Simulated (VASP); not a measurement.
# SnSe (Pnma) in VASP: single point with PBE

Aim: the single point of SnSe with PBE.

Program: VASP 6.6.1. These are calculated values, not measurements. Logs are shortened: lines on timing, memory, paths and dates and some standing lists are left out, and cuts for length are marked.

**1. The cell of the first run**

The structure is orthorhombic, space group Pnma (No. 62). Conventional cell: a = 11.420 Å, b = 4.190 Å, c = 4.460 Å, α = 90.00°, β = 90.00°, γ = 90.00°. Within 3.6 Å of Sn (site symmetry m) lie 6 Se at 2.77 to 3.41 Å and 2 Sn at 3.53 Å. Within 3.6 Å of Se (site symmetry m) lie 6 Sn at 2.77 to 3.41 Å.

**2. Single point, PBE**

The input, INCAR:

```
SYSTEM = SnSe
PREC = Accurate
ENCUT = 520
EDIFF = 1E-7
ISMEAR = -1
SIGMA = 0.02
LREAL = .FALSE.
LASPH = .TRUE.
NELM = 60
ALGO = Normal
ISIF = 2
LWAVE = .FALSE.
LCHARG = .TRUE.
GGA = PE
LELF = .TRUE.
LVHAR = .TRUE.
NBANDS = 50
```

The input, KPOINTS:

```
Automatic mesh
0
G
  3 7 6
  0 0 0
```

The input, POSCAR:

```
SnSe
1.0
   11.4200000000      0.0000000000      0.0000000000
    0.0000000000      4.1900000000      0.0000000000
    0.0000000000      0.0000000000      4.4600000000
Sn Se
4 4
Direct
    0.1178420206      0.2500000000      0.1027585846
    0.3821579794      0.7500000000      0.6027585846
    0.6178420206      0.2500000000      0.3972414154
    0.8821579794      0.7500000000      0.8972414154
    0.3579332661      0.2500000000      0.0207300397
    0.1420667339      0.7500000000      0.5207300397
    0.8579332661      0.2500000000      0.4792699603
    0.6420667339      0.7500000000      0.9792699603
```

Potentials or basis: VASP PAW PBE potentials, release 64 (Sn_d, Se).

On the command line:

```console
$ cat potpaw_PBE.64/Sn_d/POTCAR potpaw_PBE.64/Se/POTCAR > POTCAR
$ mpirun -np 1 vasp_std > vasp.out
```

OUTCAR:

```text
SYSTEM = SnSe
   PREC = Accurate
   ENCUT = 520
   EDIFF = 1E-7
   ISMEAR = -1
   LREAL = .FALSE.
   LASPH = .TRUE.
   NELM = 60
   ISIF = 2
   GGA = PE

 ion  position               nearest neighbor table
   1  0.118  0.250  0.103-   5 2.77   6 2.82   6 2.82   4 3.53   4 3.53
   2  0.382  0.750  0.603-   6 2.77   5 2.82   5 2.82   3 3.53   3 3.53
   3  0.618  0.250  0.397-   7 2.77   8 2.82   8 2.82   2 3.53   2 3.53
   4  0.882  0.750  0.897-   8 2.77   7 2.82   7 2.82   1 3.53   1 3.53
   5  0.358  0.250  0.021-   1 2.77   2 2.82   2 2.82
   6  0.142  0.750  0.521-   2 2.77   1 2.82   1 2.82
   7  0.858  0.250  0.479-   3 2.77   4 2.82   4 2.82
   8  0.642  0.750  0.979-   4 2.77   3 2.82   3 2.82

  LATTYP: Found a simple orthorhombic cell.
 ALAT       =     4.1900000000
 B/A-ratio  =     1.0644391408
 C/A-ratio  =     2.7255369928

  Lattice vectors:

 A1 = (   0.0000000000,   4.1900000000,   0.0000000000)
 A2 = (   0.0000000000,   0.0000000000,   4.4600000000)
 A3 = (  11.4200000000,   0.0000000000,   0.0000000000)

Analysis of symmetry for initial positions (statically):
=====================================================================
 Subroutine PRICEL returns:
 Original cell was already a primitive cell.

 Routine SETGRP: Setting up the symmetry group for a
 simple orthorhombic supercell.

 Subroutine GETGRP returns: Found  8 space group operations
 (whereof  2 operations were pure point group operations)
 out of a pool of  8 trial point group operations.

The static configuration has the point symmetry S_2 .
 The point group associated with its full space group is D_2h.

Analysis of symmetry for dynamics (positions and initial velocities):
=====================================================================
 Subroutine PRICEL returns:
 Original cell was already a primitive cell.

 Routine SETGRP: Setting up the symmetry group for a
 simple orthorhombic supercell.

 Subroutine GETGRP returns: Found  8 space group operations
 (whereof  2 operations were pure point group operations)
 out of a pool of  8 trial point group operations.

The dynamic configuration has the point symmetry S_2 .
 The point group associated with its full space group is D_2h.

 Subroutine INISYM returns: Found  8 space group operations
 (whereof  2 operations are pure point group operations),
 and found     1 'primitive' translations

----------------------------------------------------------------------------------------

                                     Primitive cell

  volume of cell :     213.4101

  direct lattice vectors                    reciprocal lattice vectors
    11.420000000  0.000000000  0.000000000     0.087565674  0.000000000  0.000000000
     0.000000000  4.190000000  0.000000000     0.000000000  0.238663484  0.000000000
     0.000000000  0.000000000  4.460000000     0.000000000  0.000000000  0.224215247

  length of vectors
    11.420000000  4.190000000  4.460000000     0.087565674  0.238663484  0.224215247

  position of ions in fractional coordinates (direct lattice)
     0.117842021  0.250000000  0.102758585
     0.382157979  0.750000000  0.602758585
     0.617842021  0.250000000  0.397241415
     0.882157979  0.750000000  0.897241415
     0.357933266  0.250000000  0.020730040
     0.142066734  0.750000000  0.520730040
     0.857933266  0.250000000  0.479269960
     0.642066734  0.750000000  0.979269960

  ion indices of the primitive-cell ions
   primitive index   ion index
                 1           1
                 2           2
                 3           3
                 4           4
                 5           5
                 6           6
                 7           7
                 8           8

----------------------------------------------------------------------------------------

 KPOINTS: Automatic mesh

Automatic generation of k-mesh.
 Grid dimensions read from file:
 generate k-points for:    3    7    6

 Generating k-lattice:

  Cartesian coordinates                     Fractional coordinates (reciprocal lattice)
     0.029188558  0.000000000  0.000000000     0.333333333  0.000000000  0.000000000
     0.000000000  0.034094783  0.000000000     0.000000000  0.142857143  0.000000000
     0.000000000  0.000000000  0.037369208     0.000000000  0.000000000  0.166666667

  Length of vectors
     0.029188558  0.034094783  0.037369208

  Shift w.r.t. Gamma in fractional coordinates (k-lattice)
     0.000000000  0.000000000  0.000000000

 Subroutine IBZKPT returns following result:
 ===========================================

 Found     32 irreducible k-points:

 Following reciprocal coordinates:
            Coordinates               Weight
  0.000000  0.000000  0.000000      1.000000
  0.333333  0.000000  0.000000      2.000000
  0.000000  0.142857  0.000000      2.000000
  0.333333  0.142857  0.000000      4.000000
  0.000000  0.285714  0.000000      2.000000
  0.333333  0.285714  0.000000      4.000000
[... 16 lines left out ...]
  0.000000  0.428571  0.333333      4.000000
  0.333333  0.428571  0.333333      8.000000
 [... further k-points ...]
   k-points           NKPTS =     32   k-points in BZ     NKDIM =     32   number of bands    NBANDS=     50
   number of dos      NEDOS =    301   number of ions     NIONS =      8
   total plane-waves  NPLWV = 103680
   dimension x,y,z NGX =    90 NGY =   32 NGZ =   36
   dimension x,y,z NGXF=   180 NGYF=   64 NGZF=   72
   ions per type =               4   4
   NGX,Y,Z   is equivalent  to a cutoff of  13.10, 12.70, 13.42 a.u.
   NGXF,Y,Z  is equivalent  to a cutoff of  26.20, 25.39, 26.84 a.u.
 SYSTEM =  SnSe
   PREC   = accura    normal or accurate (medium, high low for compatibility)
   ISTART =      0    job   : 0-new  1-cont  2-samecut
   ICHARG =      2    charge: 1-file 2-atom 10-const
   ISPIN  =      1    spin polarized calculation?
   LNONCOLLINEAR =      F non collinear calculations
   LSORBIT =      F    spin-orbit coupling
   LASPH  =      T    aspherical Exc in radial PAW
   ENCUT  =  520.0 eV  38.22 Ry    6.18 a.u.  21.23  7.79  8.29*2*pi/ulx,y,z
   NELM   =     60;   NELMIN=  2; NELMDL= -5     # of ELM steps
   EDIFF  = 0.1E-06   stopping-criterion for ELM
   LREAL  =      F    real-space projection
   EDIFFG = 0.1E-05   stopping-criterion for IOM
   NSW    =      0    number of steps for IOM
   IBRION =     -1    ionic relax: 0-MD 1-quasi-New 2-CG
   NFREE  =      0    steps in history (QN), initial steepest desc. (CG)
   ISIF   =      2    stress and relaxation
   ISYM   =      2    0-nonsym 1-usesym 2-fastsym
   POTIM  = 0.5000    time-step for ionic-motion
   TEBEG  =    0.0;   TEEND  =   0.0 temperature during run
   PSTRESS=    0.0 pullay stress
   NELECT =      80.0000    total number of electrons
   NUPDOWN=      -1.0000    fix difference up-down
   EMIN   =  10.00;   EMAX   =-10.00  energy-range for DOS
   EFERMI =   0.00;   METHOD = LEGACY
   ISMEAR =    -1;   SIGMA  =   0.02  broadening in eV -4-tet -1-fermi 0-gaus
   EFERMI_NEDOS =   21; number of points for ismear=-14 and -15
   IALGO  =     38    algorithm
   IMIX   =      4    mixing-type and parameters
     AMIX     =   0.40;   BMIX     =  1.00
     AMIX_MAG =   1.60;   BMIX_MAG =  1.00
  volume/ion in A,a.u.               =      26.68       180.02
  Fermi-wavevector in a.u.,A,eV,Ry     =   1.180411  2.230653 18.957944  1.393370
  Thomas-Fermi vector in A             =   2.316704
   LORBIT       =      0    0 simple, 1 ext, 2 COOP (PROOUT), +10 PAW based schemes
   GGA     = PE    functional components
[... 5 lines left out ...]
 non-spin polarized calculation
  energy-cutoff  :      520.00
  volume of cell :      213.41
 maximum number of plane-waves:      5769
 NGX is ok and might be reduce to    90
   NGX = 43   NGY = 15   NGZ = 17

 number of electron      79.9999993 magnetization

 Free energy of the ion-electron system (eV)
  ---------------------------------------------------
  ext. energy  EPLUGINS =         0.00000000
  ---------------------------------------------------
  free energy    TOTEN  =       -32.81659410 eV

  energy without entropy =      -32.81659410  energy(sigma->0) =      -32.81659410

 E-fermi :   5.8057     XC(G=0):  -9.7123

 val. band max:        5.4906145623   @ k =   0.0000   0.0000   0.3333
 cond. band min:       6.1220576772   @ k =   0.0000   0.2857   0.0000
 fundamental gap:      0.6314431149
 Fermi energy:         5.8056667428

 k-point     1 :       0.0000    0.0000    0.0000
  band No.  band energies     occupation
      1     -15.9033      2.00000
      2     -15.8914      2.00000
      3     -15.8891      2.00000
      4     -15.8859      2.00000
      5     -15.8858      2.00000
      6     -15.8822      2.00000
[... 42 lines left out ...]
     49      10.0803      0.00000
     50      10.0883      0.00000

 k-point     2 :       0.3333    0.0000    0.0000
  band No.  band energies     occupation
      1     -15.9007      2.00000
      2     -15.8946      2.00000
      3     -15.8888      2.00000
      4     -15.8870      2.00000
      5     -15.8852      2.00000
      6     -15.8836      2.00000
[... 42 lines left out ...]
     49      10.2797      0.00000
     50      10.3357      0.00000

 k-point     3 :       0.0000    0.1429    0.0000
  band No.  band energies     occupation
      1     -15.8988      2.00000
      2     -15.8896      2.00000
      3     -15.8874      2.00000
      4     -15.8853      2.00000
      5     -15.8851      2.00000
      6     -15.8840      2.00000
[... 42 lines left out ...]
     49       9.8234      0.00000
     50      10.2330      0.00000

 k-point     4 :       0.3333    0.1429    0.0000
  band No.  band energies     occupation
      1     -15.8966      2.00000
      2     -15.8918      2.00000
      3     -15.8869      2.00000
      4     -15.8865      2.00000
      5     -15.8855      2.00000
      6     -15.8850      2.00000
[... 999 lines left out ...]
 k-point    23 :       0.0000    0.4286    0.3333
  band No.  band energies     occupation
      1     -15.9045      2.00000
      2     -15.9034      2.00000
      3     -15.8980      2.00000
      4     -15.8974      2.00000
      5     -15.8795      2.00000
      6     -15.8781      2.00000
[... 42 lines left out ...]
     49      10.2049      0.00000
     50      10.6123      0.00000

 k-point    24 :       0.3333    0.4286    0.3333
  band No.  band energies     occupation
      1     -15.9031      2.00000
      2     -15.9021      2.00000
      3     -15.8995      2.00000
      4     -15.8987      2.00000
      5     -15.8785      2.00000
      6     -15.8774      2.00000
[... 42 lines left out ...]
     49      10.4093      0.00000
     50      10.6665      0.00000

 [... further k-points ...]
[... 5 lines left out ...]
  --------------------------------------------------------------------------------------
  -------------------------------------------------------------------------------------
  Total        3.1721408      1.8741403      1.8847318      0.0000000      0.0000000      0.0000000
  in kB       23.8148613     14.0701163     14.1496327      0.0000000      0.0000000      0.0000000
  external PRESSURE =      17.3448701 kB  Pullay stress =       0.0000000 kB

 VOLUME and BASIS-vectors are now :
 -----------------------------------------------------------------------------
  energy-cutoff  :      520.00
  volume of cell :      213.41
      direct lattice vectors                 reciprocal lattice vectors
    11.420000000  0.000000000  0.000000000     0.087565674  0.000000000  0.000000000
     0.000000000  4.190000000  0.000000000     0.000000000  0.238663484  0.000000000
     0.000000000  0.000000000  4.460000000     0.000000000  0.000000000  0.224215247

 POSITION                                       TOTAL-FORCE (eV/Angst)
 -----------------------------------------------------------------------------------
      1.34576      1.04750      0.45830        -0.016588     -0.000000     -0.007260
      4.36424      3.14250      2.68830         0.016588      0.000000     -0.007260
      7.05576      1.04750      1.77170        -0.016588      0.000000      0.007260
     10.07424      3.14250      4.00170         0.016588     -0.000000      0.007260
      4.08760      1.04750      0.09246         0.002484      0.000000      0.007236
      1.62240      3.14250      2.32246        -0.002484     -0.000000      0.007236
      9.79760      1.04750      2.13754         0.002484     -0.000000     -0.007236
      7.33240      3.14250      4.36754        -0.002484     -0.000000     -0.007236
 -----------------------------------------------------------------------------------
    total drift:                                0.000000      0.000000      0.000000

  FREE ENERGIE OF THE ION-ELECTRON SYSTEM (eV)
  ---------------------------------------------------
  free  energy   TOTEN  =       -32.8165941009 eV

  energy  without entropy=      -32.8165940978  energy(sigma->0) =      -32.81659410
```

Run time: 3.6 min. Hardware: 1 thread of Intel Xeon 6975P-C (Granite Rapids), shared host; peak memory 0.46 GiB.

What came out:

```
Free energy            : -32.8166 eV
Pressure               : 1.7 GPa
Largest force          : 0.018 eV/Å
Band gap on the k mesh : 0.63 eV, indirect (least direct gap 0.80 eV)
```

Forces on the atoms (eV/Å):
```
Sn  -0.017  0.000 -0.007
Sn   0.017  0.000 -0.007
Sn  -0.017  0.000  0.007
Sn   0.017  0.000  0.007
Se   0.002  0.000  0.007
Se  -0.002  0.000  0.007
Se   0.002  0.000 -0.007
Se  -0.002  0.000 -0.007
```

Caveat: spin-orbit coupling is left out, which moves the levels of the heavy elements. A k mesh can miss the band edges.
